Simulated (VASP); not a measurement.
As, 1 atom in the cell. It takes space group Fm-3m (No. 225, cubic). Conventional cell: a = 4.507 Å, b = 4.507 Å, c = 4.507 Å, α = 90.00°, β = 90.00°, γ = 90.00°. Within 4.2 Å of As (site symmetry m-3m) lie 12 As at 3.19 Å.  This cell differs from its parent crystal: N replaced by As, lengths x 1.406, strained.

- Program: VASP 6.6.1
- Task: single point
- Functional: PBE
- Potentials or basis: VASP PAW PBE potentials, release 64 (As)
- Cutoff: 500 eV
- k mesh: 8 × 8 × 8
- Occupations: gaussian, width 0.1 eV
- Spin: no spin polarisation
- Dipole correction: no
- Further INCAR settings: ALGO = Normal; EDIFF = 1e-06; NBANDS = 8

Potentials or basis: VASP PAW PBE potentials, release 64 (As).

Command:

```console
$ cat potpaw_PBE.64/As/POTCAR > POTCAR
$ mpirun -np 1 vasp_std > vasp.out
```

Hardware: 1 thread of AMD EPYC 9R45 96-Core Processor (Zen 5), with other jobs on the host.

Question: Estimate the wall time of this run.

Answer: Wall time 2.9 s on 1 thread of AMD EPYC 9R45 96-Core Processor (Zen 5), with other jobs on the host, peak memory 0.1 GiB. Counts: scf iterations 9, k points 29.
